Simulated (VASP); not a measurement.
# SiSe2 (Ibam) in VASP: a series of runs, part 2 of 2

VASP 6.6.1. Earlier steps stand in the parts before.

### Step 3. Relaxation of shape and atoms at fixed volume, BLYP (50.67 Å³/atom)

This run uses another cell than the first one, of 50.67 Å³/atom.

Contents of INCAR:

```
SYSTEM = SiSe2
AGGAC = 1.0
AGGAX = 1.0
ALDAC = 0.0
ALDAX = 1.0
ALGO = Normal
EDIFF = 1E-7
EDIFFG = -0.04
ENCUT = 500
GGA = B5
GGA_COMPAT = .False.
IBRION = 2
ISIF = 4
ISMEAR = 0
LASPH = .True.
LCHARG = .False.
LREAL = .False.
LWAVE = .False.
NELM = 120
NELMIN = 4
NSW = 60
PREC = Accurate
SIGMA = 0.05
```

Contents of KPOINTS:

```
k-points
0
Gamma
  6 6 6
  0 0 0
```

Contents of POSCAR:

```
SiSe2
1.0
   -3.7938310955      6.3596922465      3.1501324626
    3.7938310955     -6.3596922465      3.1501324626
    3.7938310955      6.3596922465     -3.1501324626
Si Se
2 4
Direct
    0.2500000000      0.2500000000      0.0000000000
    0.7500000000      0.7500000000      0.0000000000
    0.1010364171      0.8283142754      0.9293506925
    0.8989635829      0.1716857246      0.0706493075
    0.6010364171      0.6716857246      0.2727221418
    0.3989635829      0.3283142754      0.7272778582
```

Potentials or basis: VASP PAW PBE potentials, release 64 (Si, Se).

Command:

```sh
> cat potpaw_PBE.64/Si/POTCAR potpaw_PBE.64/Se/POTCAR > POTCAR
> mpirun -np 1 vasp_std > vasp.out
```

OUTCAR:

```text
SYSTEM = SiSe2
   EDIFF = 1E-7
   EDIFFG = -0.04
   ENCUT = 500
   GGA = B5
   IBRION = 2
   ISIF = 4
   ISMEAR = 0
   LASPH = .True.
   LREAL = .False.
   NELM = 120
   NELMIN = 4
   NSW = 60
   PREC = Accurate

 ion  position               nearest neighbor table
   1  0.250  0.250  0.000-   4 2.41   3 2.41   5 2.41   6 2.41
   2  0.750  0.750  0.000-   3 2.41   4 2.41   6 2.41   5 2.41
   3  0.101  0.828  0.929-   2 2.41   1 2.41
   4  0.899  0.172  0.071-   1 2.41   2 2.41
   5  0.601  0.672  0.273-   1 2.41   2 2.41
   6  0.399  0.328  0.727-   2 2.41   1 2.41

  LATTYP: Found a body centered orthorhombic cell.
 ALAT       =     6.3002649252
 B/A-ratio  =     1.2043401795
 C/A-ratio  =     2.0188650230

  Lattice vectors:

 A1 = (   3.7938310955,   6.3596922465,  -3.1501324626)
 A2 = (  -3.7938310955,   6.3596922465,   3.1501324626)
 A3 = (   3.7938310955,  -6.3596922465,   3.1501324626)

Analysis of symmetry for initial positions (statically):
=====================================================================
 Subroutine PRICEL returns:
 Original cell was already a primitive cell.

 Routine SETGRP: Setting up the symmetry group for a
 body centered orthorhombic supercell.

 Subroutine GETGRP returns: Found  8 space group operations
 (whereof  4 operations were pure point group operations)
 out of a pool of  8 trial point group operations.

The static configuration has the point symmetry C_2h.
 The point group associated with its full space group is D_2h.

Analysis of symmetry for dynamics (positions and initial velocities):
=====================================================================
 Subroutine PRICEL returns:
 Original cell was already a primitive cell.

 Routine SETGRP: Setting up the symmetry group for a
 body centered orthorhombic supercell.

 Subroutine GETGRP returns: Found  8 space group operations
[... 132 lines left out ...]
     AMIX_MAG =   1.60;   BMIX_MAG =  1.00
  volume/ion in A,a.u.               =      50.67       341.94
  Fermi-wavevector in a.u.,A,eV,Ry     =   0.772960  1.460683  8.129041  0.597468
  Thomas-Fermi vector in A             =   1.874703
   LORBIT       =      0    0 simple, 1 ext, 2 COOP (PROOUT), +10 PAW based schemes
   GGA     = B5    functional components
   LHFCALC =     F    Hartree Fock is set to
   AEXX    =    0.0000 exact exchange contribution
   IVDW    =     0    specifies the selected vdW correction
   LEPSILON=     F    determine dielectric tensor
   LRPA    =     F    only Hartree local field effects (RPA)
 conjugate gradient relaxation of ions
 non-spin polarized calculation
 Gauss-broadening in eV      SIGMA  =   0.05
  energy-cutoff  :      500.00
  volume of cell :      304.02
 maximum number of plane-waves:      7738
 NGX is ok and might be reduce to    60
   NGX = 29   NGY = 29   NGZ = 29

--------------------------------------- Ionic step        1  -------------------------------------------

 number of electron      31.9999998 magnetization

 Free energy of the ion-electron system (eV)
  ---------------------------------------------------
  ext. energy  EPLUGINS =         0.00000000
  ---------------------------------------------------
  free energy    TOTEN  =       -24.19376415 eV

  energy without entropy =      -24.19376415  energy(sigma->0) =      -24.19376415

------------------------ aborting loop because EDIFF is reached ----------------------------------------

  FORCE on cell =-STRESS in cart. coord.  units (eV):
  Direction    XX          YY          ZZ          XY          YZ          ZX
  --------------------------------------------------------------------------------------
  -------------------------------------------------------------------------------------
  Total       -3.9868405     -3.8254934     -6.3001045      0.0000000      0.0000000      0.0000000
  in kB      -21.0105073    -20.1602141    -33.2013263      0.0000000      0.0000000      0.0000000
  external PRESSURE =     -24.7906826 kB  Pullay stress =       0.0000000 kB
[... 187 lines left out ...]
--------------------------------------- Ionic step        6  -------------------------------------------

 number of electron      32.0000001 magnetization

 Free energy of the ion-electron system (eV)
  ---------------------------------------------------
  ext. energy  EPLUGINS =         0.00000000
  ---------------------------------------------------
  free energy    TOTEN  =       -24.46913465 eV

  energy without entropy =      -24.46913465  energy(sigma->0) =      -24.46913465

 E-fermi :  -1.0754     XC(G=0):  -5.2985

 val. band max:       -1.3235431543   @ k =  -0.3333   0.3333   0.1667
 cond. band min:       1.0018671223   @ k =  -0.3333  -0.3333   0.3333
 fundamental gap:      2.3254102766
 Fermi energy:        -1.0754089013

 k-point     1 :       0.0000    0.0000    0.0000
  band No.  band energies     occupation
      1     -15.1108      2.00000
      2     -13.6770      2.00000
      3     -13.3551      2.00000
      4     -13.3418      2.00000
      5      -8.7507      2.00000
      6      -7.2341      2.00000
[... 541 lines left out ...]
     19       2.5291      0.00000
     20       2.5291      0.00000

 [... further k-points ...]
[... 5 lines left out ...]
  --------------------------------------------------------------------------------------
  -------------------------------------------------------------------------------------
  Total        0.1573816      0.2031301      0.1784972      0.0000000      0.0000000      0.0000000
  in kB        0.8293954      1.0704882      0.9406740      0.0000000      0.0000000      0.0000000
  external PRESSURE =       0.9468525 kB  Pullay stress =       0.0000000 kB
[... 21 lines left out ...]
  FREE ENERGIE OF THE ION-ELECTRON SYSTEM (eV)
  ---------------------------------------------------
  free  energy   TOTEN  =       -24.4691346470 eV

  energy  without entropy=      -24.4691346470  energy(sigma->0) =      -24.46913465

 reached required accuracy - stopping structural energy minimisation
```

CONTCAR:

```text
SiSe2
   1.00000000000000
    -3.8589472008453090    6.4880419008816306    3.0357110096198316
     3.8589472008453090   -6.4880419008816306    3.0357110096198316
     3.8589472008453090    6.4880419008816306   -3.0357110096198316
  Si              Se
     2     4
Direct
     0.2500000000000000    0.2500000000000000    0.0000000000000000
     0.7500000000000000    0.7500000000000000    0.0000000000000000
     0.0957817571335957    0.8373851377229969    0.9331668948565998
     0.9042182428664043    0.1626148622770031    0.0668331051434003
     0.5957817571335957    0.6626148622770031    0.2583966195106006
     0.4042182428664042    0.3373851377229968    0.7416033804893993

  0.00000000E+00  0.00000000E+00  0.00000000E+00
  0.00000000E+00  0.00000000E+00  0.00000000E+00
  0.00000000E+00  0.00000000E+00  0.00000000E+00
  0.00000000E+00  0.00000000E+00  0.00000000E+00
  0.00000000E+00  0.00000000E+00  0.00000000E+00
  0.00000000E+00  0.00000000E+00  0.00000000E+00
```

Run time: 33 min. Hardware: 1 thread of Intel Xeon Platinum 8259CL at 2.50GHz (Skylake/Cascade Lake), shared host; peak memory 0.66 GiB.

Results:

```
Free energy                  : -24.4691 eV
Energy gained by relaxing    : 45.9 meV/atom
Ionic steps                  : 6
Pressure after relaxing      : 0.1 GPa
Largest force after relaxing : 0.009 eV/Å
Band gap on the k mesh       : 2.33 eV (least direct gap 2.51 eV)
```

Forces on the atoms (eV/Å):
```
Si   0.000  0.000  0.000
Si   0.000  0.000  0.000
Se  -0.003  0.008  0.000
Se   0.003 -0.008  0.000
Se   0.003  0.008  0.000
Se  -0.003 -0.008  0.000
```

Step by step:
| step | energy change (eV) | largest force (eV/Å) | pressure (GPa) | volume (Å³) |
| --- | --- | --- | --- | --- |
| 1 | 0.0000 | 1.1151 | -2.48 | 304.02 |
| 2 | -0.2066 | 0.5134 | -1.23 | 304.02 |
| 3 | -0.2651 | 0.0603 | -0.07 | 304.02 |
| 4 | -0.2652 | 0.0900 | -0.01 | 304.02 |
| 5 | -0.2747 | 0.0283 | 0.07 | 304.02 |
| 6 | -0.2754 | 0.0088 | 0.09 | 304.02 |

Final structure:
```yaml
crystal:
  lattice:
    - [-3.85895, 6.48804, 3.03571]
    - [3.85895, -6.48804, 3.03571]
    - [3.85895, 6.48804, -3.03571]
  atoms:
    - { symbol: Si, position: [0.25000, 0.25000, 0.00000] }
    - { symbol: Si, position: [0.75000, 0.75000, 0.00000] }
    - { symbol: Se, position: [0.09578, 0.83739, 0.93317] }
    - { symbol: Se, position: [0.90422, 0.16261, 0.06683] }
    - { symbol: Se, position: [0.59578, 0.66261, 0.25840] }
    - { symbol: Se, position: [0.40422, 0.33739, 0.74160] }
```

Levels at points of the mesh, in eV from the valence-band top:
```csv
k point,band 13,band 14,band 15,band 16,band 17,band 18,band 19,band 20
"(0.00, 0.00, 0.00)",-1.30,-1.03,-0.99,-0.04,2.75,2.82,3.85,4.32
"(0.50, 0.00, 0.00)",-0.75,-0.75,-0.56,-0.56,2.44,2.44,3.92,3.92
"(0.00, 0.50, 0.00)",-0.69,-0.69,-0.59,-0.59,2.42,2.42,3.87,3.87
"(0.50, 0.50, 0.00)",-1.27,-1.22,-1.06,0.00,2.69,3.34,4.05,4.15
"(0.50, 0.50, 0.50)",-1.31,-1.30,-1.11,-0.01,2.50,3.48,3.92,4.14
```

Caveat: the PAW data sets were made with another functional, which shifts forces and pressure a little; this functional lacks dispersion, which binds layers or chains, so the pressure and a relaxed spacing across them are unreliable. A k mesh can miss the band edges.
